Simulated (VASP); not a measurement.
Crystal: SrO.

```
CELL_PARAMETERS angstrom
0.00000 2.61663 2.61663
2.61663 0.00000 2.61663
2.61663 2.61663 0.00000
ATOMIC_POSITIONS crystal
Sr 0.50000 0.50000 0.50000
O 0.00000 0.00000 0.00000
```

This cell differs from its parent crystal: volume scaled by 1.06.

Base run:

```yaml
Program: VASP 6.6.1
Functional: PBEsol
Potentials_or_basis: VASP PAW PBE potentials, release 64 (Sr_sv, O)
Cutoff: 520 eV
k_mesh: 9 × 9 × 9
Occupations: fermi-dirac, width 0.05 eV
Spin: no spin polarisation
```

Its results: band gap on the k mesh 3.24 eV, indirect (least direct gap 3.37 eV); pressure -4.7 GPa.

After a change of settings the same cell gave: band gap on the k mesh 3.46 eV, indirect (least direct gap 3.58 eV); pressure 1.5 GPa. Which change was it?
A. functional from PBEsol to RPBE
B. functional from PBEsol to r2SCAN
C. functional from PBEsol to BLYP; dispersion from none to D4
D. functional from PBEsol to revPBE; dispersion from none to D3(BJ)

A.

RPBE binds less tightly than PBEsol, so the same cell stands under more pressure.

Caveats: the PAW data sets were made with another functional, which shifts forces and pressure a little.
